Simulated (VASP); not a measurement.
# CaB2 (P6/mmm) in VASP: notebook, part 2 of 2

VASP 6.6.1. Earlier steps stand in the parts before.

### 3 Single point, PBE-based screened hybrid with 25 % exact exchange

File POSCAR:

```
CaB2
1.0
    3.2264302843      0.0000000000      0.0000000000
   -1.6132151421      2.7941705897      0.0000000000
    0.0000000000      0.0000000000      4.0673920000
Ca B
1 2
Direct
    0.0000000000      0.0000000000      0.0000000000
    0.6666666667      0.3333333333      0.5000000000
    0.3333333333      0.6666666667      0.5000000000
```

File INCAR.step1:

```
ALGO = Normal
EDIFF = 1E-5
ENCUT = 520
GGA = PE
ISIF = 2
ISMEAR = -1
LASPH = True
LREAL = False
LWAVE = True
NBANDS = 15
NELM = 80
PREC = Accurate
SIGMA = 0.05
```

File INCAR.step2:

```
AEXX = 0.25
ALGO = Normal
EDIFF = 1E-6
ENCUT = 520
GGA = PE
HFSCREEN = 0.2078699
ISIF = 2
ISMEAR = -1
ISTART = 1
LASPH = True
LCHARG = True
LELF = True
LHFCALC = True
LREAL = False
LVHAR = True
LWAVE = False
NBANDS = 15
NELM = 80
PREC = Accurate
PRECFOCK = Normal
SIGMA = 0.05
```

File KPOINTS:

```
k-points
0
Gamma
  5 5 4
```

Potentials or basis: VASP PAW PBE potentials, release 64 (Ca_sv, B).

The run is started by

```console
$ cat potpaw_PBE.64/Ca_sv/POTCAR potpaw_PBE.64/B/POTCAR > POTCAR
$ cp INCAR.step1 INCAR
$ mpirun -np 1 vasp_std > vasp.out
$ cp INCAR.step2 INCAR
$ mpirun -np 1 vasp_std > vasp.out
```

OUTCAR:

```text
AEXX = 0.25
   EDIFF = 1E-6
   ENCUT = 520
   GGA = PE
   HFSCREEN = 0.2078699
   ISIF = 2
   ISMEAR = -1
   ISTART = 1
   LASPH = True
   LHFCALC = True
   LREAL = False
   NELM = 80
   PREC = Accurate
   PRECFOCK = Normal

 ion  position               nearest neighbor table
   1  0.000  0.000  0.000-
   2  0.667  0.333  0.500-   3 1.86   3 1.86   3 1.86
   3  0.333  0.667  0.500-   2 1.86   2 1.86   2 1.86

  LATTYP: Found a hexagonal cell.
 ALAT       =     3.2264302843
 C/A-ratio  =     1.2606477257

  Lattice vectors:

 A1 = (   3.2264302843,   0.0000000000,   0.0000000000)
 A2 = (  -1.6132151421,   2.7941705897,   0.0000000000)
 A3 = (   0.0000000000,   0.0000000000,   4.0673920000)

Analysis of symmetry for initial positions (statically):
=====================================================================
 Subroutine PRICEL returns:
 Original cell was already a primitive cell.

 Routine SETGRP: Setting up the symmetry group for a
 hexagonal supercell.

 Subroutine GETGRP returns: Found 24 space group operations
 (whereof 24 operations were pure point group operations)
 out of a pool of 24 trial point group operations.

The static configuration has the point symmetry D_6h.

Analysis of symmetry for dynamics (positions and initial velocities):
=====================================================================
 Subroutine PRICEL returns:
 Original cell was already a primitive cell.

 Routine SETGRP: Setting up the symmetry group for a
 hexagonal supercell.

 Subroutine GETGRP returns: Found 24 space group operations
 (whereof 24 operations were pure point group operations)
 out of a pool of 24 trial point group operations.

The dynamic configuration has the point symmetry D_6h.

 Subroutine INISYM returns: Found 24 space group operations
 (whereof 24 operations are pure point group operations),
 and found     1 'primitive' translations
[... 122 lines left out ...]
   ENCUTFOCK=  -1.0 apply spherical cutoff to Coloumb kernel
   IVDW    =     0    specifies the selected vdW correction
   LEPSILON=     F    determine dielectric tensor
   LRPA    =     F    only Hartree local field effects (RPA)
 non-spin polarized calculation
  energy-cutoff  :      520.00
  volume of cell :       36.67
 maximum number of plane-waves:      1000
 NGX is ok and might be reduce to    24
  NGX = 18; NGY = 18; NGZ = 24

 number of electron      16.0000004 magnetization

 Free energy of the ion-electron system (eV)
  ---------------------------------------------------
  ext. energy  EPLUGINS =         0.00000000
  ---------------------------------------------------
  free energy    TOTEN  =       -16.93633088 eV

  energy without entropy =      -16.93016778  energy(sigma->0) =      -16.93324933

 E-fermi :   4.8471     XC(G=0):  -8.9056

 val. band max:        4.2351284724   @ k =   0.4000   0.2000   0.5000
 cond. band min:       4.8884647684   @ k =   0.0000   0.0000   0.0000
 fundamental gap:      0.6533362961
 Fermi energy:         4.8471226636

 k-point     1 :       0.0000    0.0000    0.0000
  band No.  band energies     occupation
      1     -38.7142      2.00000
      2     -18.2434      2.00000
      3     -18.0308      2.00000
      4     -18.0308      2.00000
      5      -7.4158      2.00000
      6       2.3192      2.00000
      7       4.8885      0.60863
      8       4.8885      0.60863
      9       5.3972      0.00003
     10      11.0885      0.00000
     11      11.0885      0.00000
     12      12.0052      0.00000
     13      12.0052      0.00000
     14      12.3166      0.00000
[... 239 lines left out ...]
      2     -18.7046      2.00000
      3     -18.3668      2.00000
      4     -18.1494      2.00000
      5      -3.4928      2.00000
      6      -1.9587      2.00000
      7       1.1045      2.00000
      8       3.7908      2.00000
      9       4.2351      1.99999
     10      11.2907      0.00000
     11      12.2277      0.00000
     12      12.6986      0.00000
     13      13.0236      0.00000
     14      13.5658      0.00000
     15      13.6519      0.00000

------------------------ aborting loop because EDIFF is reached ----------------------------------------

  FORCE on cell =-STRESS in cart. coord.  units (eV):
  Direction    XX          YY          ZZ          XY          YZ          ZX
  --------------------------------------------------------------------------------------
  -------------------------------------------------------------------------------------
  Total       -0.0820783     -0.0820783     -0.1292630     -0.0000000     -0.0000000      0.0000000
  in kB       -3.5863108     -3.5863108     -5.6479838     -0.0000000     -0.0000000      0.0000000
  external PRESSURE =      -4.2735351 kB  Pullay stress =       0.0000000 kB

 VOLUME and BASIS-vectors are now :
 -----------------------------------------------------------------------------
  energy-cutoff  :      520.00
  volume of cell :       36.67
      direct lattice vectors                 reciprocal lattice vectors
     3.226430284  0.000000000  0.000000000     0.309940061  0.178943978  0.000000000
    -1.613215142  2.794170590  0.000000000     0.000000000  0.357887956  0.000000000
     0.000000000  0.000000000  4.067392000     0.000000000  0.000000000  0.245857788

 POSITION                                       TOTAL-FORCE (eV/Angst)
 -----------------------------------------------------------------------------------
      0.00000      0.00000      0.00000        -0.000000     -0.000000      0.000000
      1.61322      0.93139      2.03370         0.000000     -0.000000      0.000000
     -0.00000      1.86278      2.03370        -0.000000      0.000000      0.000000
 -----------------------------------------------------------------------------------
    total drift:                                0.000002     -0.000001     -0.000007

  FREE ENERGIE OF THE ION-ELECTRON SYSTEM (eV)
  ---------------------------------------------------
  free  energy   TOTEN  =       -16.9363308812 eV

  energy  without entropy=      -16.9301677772  energy(sigma->0) =      -16.93324933
```

It took 11 min on 1 thread of AMD EPYC 7R43 (Zen 3), shared host; peak memory 0.23 GiB.

What came out:

```
Free energy            : -16.9363 eV
Pressure               : -0.4 GPa
Band gap on the k mesh : zero (bands 8 and 9 overlap by 1.26 eV)
```

Stress tensor (GPa, compression positive):
```
-0.36  0.00  0.00
 0.00 -0.36  0.00
 0.00  0.00 -0.56
```

Levels at points of the mesh, in eV from the Fermi level:
| k point | band 5 | band 6 | band 7 | band 8 | band 9 | band 10 | band 11 | band 12 |
| --- | --- | --- | --- | --- | --- | --- | --- | --- |
| (0.00, 0.00, 0.00) | -12.26 | -2.53 | 0.04 | 0.04 | 0.55 | 6.24 | 6.24 | 7.16 |
| (0.00, 0.00, 0.50) | -11.12 | -5.78 | 0.65 | 0.65 | 4.07 | 4.79 | 4.79 | 4.80 |

Caveat: the k points lie up to 0.45 Å⁻¹ apart, too coarse for converged energies and pressures of a metal; the PAW data sets were made with another functional, which shifts forces and pressure a little.

### 4 Single point, PBE-based screened hybrid with 35 % exact exchange

POSCAR is that of step 3.

File INCAR.step1:

```
SYSTEM = CaB2
  PREC = Accurate
  ENCUT = 520
  EDIFF = 1E-5
  ISMEAR = -1
  SIGMA = 0.05
  LREAL = .False.
  LASPH = .True.
  NELM = 100
  ALGO = Normal
  ISIF = 2
  LWAVE = .True.
  LCHARG = .False.
  NBANDS = 15
  GGA = PE
```

File INCAR.step2:

```
SYSTEM = CaB2
  PREC = Accurate
  ENCUT = 520
  EDIFF = 1E-7
  ISMEAR = -1
  SIGMA = 0.05
  LREAL = .False.
  LASPH = .True.
  NELM = 100
  ALGO = Normal
  ISIF = 2
  LWAVE = .False.
  LCHARG = .False.
  GGA = PE
  LHFCALC = .True.
  AEXX = 0.35
  HFSCREEN = 0.2078699
  PRECFOCK = Normal
  NBANDS = 15
  ISTART = 1
```

File KPOINTS:

```
regular mesh
0
Gamma
  5 5 4
  0 0 0
```

Potentials or basis: VASP PAW PBE potentials, release 64 (Ca_sv, B).

The run is started by

```console
$ cat potpaw_PBE.64/Ca_sv/POTCAR potpaw_PBE.64/B/POTCAR > POTCAR
$ cp INCAR.step1 INCAR
$ mpirun -np 1 vasp_std > vasp.out
$ cp INCAR.step2 INCAR
$ mpirun -np 1 vasp_std > vasp.out
```

OUTCAR:

```text
SYSTEM = CaB2
   PREC = Accurate
   ENCUT = 520
   EDIFF = 1E-7
   ISMEAR = -1
   LREAL = .False.
   LASPH = .True.
   NELM = 100
   ISIF = 2
   GGA = PE
   LHFCALC = .True.
   AEXX = 0.35
   HFSCREEN = 0.2078699
   PRECFOCK = Normal
   ISTART = 1

 ion  position               nearest neighbor table
   1  0.000  0.000  0.000-
   2  0.667  0.333  0.500-   3 1.86   3 1.86   3 1.86
   3  0.333  0.667  0.500-   2 1.86   2 1.86   2 1.86

  LATTYP: Found a hexagonal cell.
 ALAT       =     3.2264302843
 C/A-ratio  =     1.2606477257

  Lattice vectors:

 A1 = (   3.2264302843,   0.0000000000,   0.0000000000)
 A2 = (  -1.6132151421,   2.7941705897,   0.0000000000)
 A3 = (   0.0000000000,   0.0000000000,   4.0673920000)

Analysis of symmetry for initial positions (statically):
=====================================================================
 Subroutine PRICEL returns:
 Original cell was already a primitive cell.

 Routine SETGRP: Setting up the symmetry group for a
 hexagonal supercell.
[... 178 lines left out ...]
      3     -18.8790      2.00000
      4     -18.8790      2.00000
      5      -8.0870      2.00000
      6       2.0970      2.00000
      7       4.7719      1.62621
      8       4.7719      1.62621
      9       5.5331      0.00000
     10      11.5045      0.00000
     11      11.5045      0.00000
     12      12.4532      0.00000
     13      12.4532      0.00000
     14      12.6214      0.00000
[... 239 lines left out ...]
      2     -19.5614      2.00000
      3     -19.2186      2.00000
      4     -18.9998      2.00000
      5      -3.9904      2.00000
      6      -2.3847      2.00000
      7       0.8260      2.00000
      8       3.6832      2.00000
      9       4.2593      1.99998
     10      11.6838      0.00000
     11      12.6577      0.00000
     12      13.1513      0.00000
     13      13.5116      0.00000
     14      13.9829      0.00000
     15      13.9990      0.00000

------------------------ aborting loop because EDIFF is reached ----------------------------------------

  FORCE on cell =-STRESS in cart. coord.  units (eV):
  Direction    XX          YY          ZZ          XY          YZ          ZX
  --------------------------------------------------------------------------------------
  -------------------------------------------------------------------------------------
  Total       -0.0814957     -0.0814957     -0.2166235     -0.0000000     -0.0000000      0.0000000
  in kB       -3.5608547     -3.5608547     -9.4650920     -0.0000000     -0.0000000      0.0000000
  external PRESSURE =      -5.5289338 kB  Pullay stress =       0.0000000 kB

 VOLUME and BASIS-vectors are now :
 -----------------------------------------------------------------------------
  energy-cutoff  :      520.00
  volume of cell :       36.67
      direct lattice vectors                 reciprocal lattice vectors
     3.226430284  0.000000000  0.000000000     0.309940061  0.178943978  0.000000000
    -1.613215142  2.794170590  0.000000000     0.000000000  0.357887956  0.000000000
     0.000000000  0.000000000  4.067392000     0.000000000  0.000000000  0.245857788

 POSITION                                       TOTAL-FORCE (eV/Angst)
 -----------------------------------------------------------------------------------
      0.00000      0.00000      0.00000        -0.000000     -0.000000      0.000000
      1.61322      0.93139      2.03370         0.000000      0.000000      0.000000
     -0.00000      1.86278      2.03370        -0.000000     -0.000000      0.000000
 -----------------------------------------------------------------------------------
    total drift:                                0.000000     -0.000000     -0.000000

  FREE ENERGIE OF THE ION-ELECTRON SYSTEM (eV)
  ---------------------------------------------------
  free  energy   TOTEN  =       -17.4444305631 eV

  energy  without entropy=      -17.4415790308  energy(sigma->0) =      -17.44300480
```

OSZICAR.step1:

```text
N       E                     dE             d eps       ncg     rms          rms(c)
DAV:   1     0.954567855806E+02    0.95457E+02   -0.79575E+03   450   0.104E+03
DAV:   2    -0.135717224826E+02   -0.10903E+03   -0.10300E+03   548   0.265E+02
DAV:   3    -0.165653856505E+02   -0.29937E+01   -0.29677E+01   618   0.421E+01
DAV:   4    -0.167229408129E+02   -0.15756E+00   -0.15750E+00   604   0.828E+00
DAV:   5    -0.167251672785E+02   -0.22265E-02   -0.22264E-02   655   0.971E-01    0.557E+00
DAV:   6    -0.158229216781E+02    0.90225E+00   -0.87401E-01   541   0.609E+00    0.253E+00
DAV:   7    -0.157406266828E+02    0.82295E-01   -0.28680E-01   669   0.312E+00    0.882E-01
DAV:   8    -0.157391857435E+02    0.14409E-02   -0.32303E-02   608   0.158E+00    0.138E-01
DAV:   9    -0.157395030147E+02   -0.31727E-03   -0.95090E-04   680   0.263E-01    0.628E-02
DAV:  10    -0.157395459046E+02   -0.42890E-04   -0.23861E-04   552   0.128E-01    0.278E-02
DAV:  11    -0.157395568006E+02   -0.10896E-04   -0.24933E-05   470   0.524E-02    0.214E-03
DAV:  12    -0.157395568924E+02   -0.91786E-07   -0.92998E-07   260   0.829E-03
   1 F= -.15739557E+02 E0= -.15736170E+02  d E =-.677375E-02
```

It took 13 min on 1 thread of AMD EPYC 7R43 (Zen 3), shared host; peak memory 0.23 GiB.

Results:

```yaml
Free_energy: -17.4444 eV
Pressure: -0.6 GPa
Band_gap_on_the_k_mesh: zero (bands 8 and 9 overlap by 1.16 eV)
```

Caveat: the k points lie up to 0.45 Å⁻¹ apart, too coarse for converged energies and pressures of a metal; the PAW data sets were made with another functional, which shifts forces and pressure a little.

### 5 Single point, PBE

File INCAR:

```
SYSTEM = CaB2
PREC = Accurate
ENCUT = 520
EDIFF = 1E-6
ISMEAR = -1
SIGMA = 0.05
LREAL = .FALSE.
LASPH = .TRUE.
NELM = 100
ALGO = Normal
ISIF = 2
LWAVE = .FALSE.
LCHARG = .TRUE.
GGA = PE
LELF = .TRUE.
LVHAR = .TRUE.
NBANDS = 15
```

File KPOINTS:

```
Automatic mesh
0
G
  9 9 7
  0 0 0
```

POSCAR is that of step 4.

The run is started by

```console
$ cat potpaw_PBE.64/Ca_sv/POTCAR potpaw_PBE.64/B/POTCAR > POTCAR
$ mpirun -np 1 vasp_std > vasp.out
```

It took 14 s on 1 thread of Intel Xeon Platinum 8488C (Sapphire Rapids), shared host; peak memory 0.16 GiB.

The run converged. Its results:

| Property | Result |
| --- | --- |
| Free energy | -15.7443 eV |
| Pressure | -0.1 GPa |
| Band gap on the k mesh | zero (bands 8 and 9 overlap by 1.50 eV) |

Stress tensor (GPa, compression positive):
```
-0.39  0.00  0.00
 0.00 -0.39  0.00
 0.00  0.00  0.55
```

Levels at points of the mesh, in eV from the Fermi level:
| k point | band 4 | band 5 | band 6 | band 7 | band 8 | band 9 | band 10 | band 11 | band 12 | band 13 |
| --- | --- | --- | --- | --- | --- | --- | --- | --- | --- | --- |
| (0.00, 0.00, 0.00) | -20.48 | -10.39 | -1.76 | 0.38 | 0.38 | 0.44 | 5.44 | 5.44 | 6.30 | 6.30 |

### 6 The runs side by side

| level | k mesh | grid for exact exchange (PRECFOCK) | share of exact exchange | screening parameter | gap on the mesh (eV) | pressure (GPa) |
| --- | --- | --- | --- | --- | --- | --- |
| PBE-based screened hybrid with 10 % exact exchange | 5 × 5 × 4 | Normal | 0.1 | 0.20787 1/Å | none | -0.2 |
| PBE-based screened hybrid with 25 % exact exchange | 5 × 5 × 4 | Normal | 0.25 | 0.20787 1/Å | none | -0.4 |
| PBE-based screened hybrid with 35 % exact exchange | 5 × 5 × 4 | Normal | 0.35 | 0.20787 1/Å | none | -0.6 |
| PBE | 9 × 9 × 7 | - | - | - | none | -0.1 |

Alike in all rows: task single point; potentials or basis VASP PAW PBE potentials, release 64 (Ca_sv, B); no spin polarisation; cell as given; cutoff (eV) 520; smearing fermi-dirac 0.05 eV.

Caveats: some runs use coarse meshes; the PAW data sets were made with another functional, which shifts forces and pressure a little (at least some runs).

Total energies depend on the potentials used, so only differences within one code and one set of settings carry meaning.
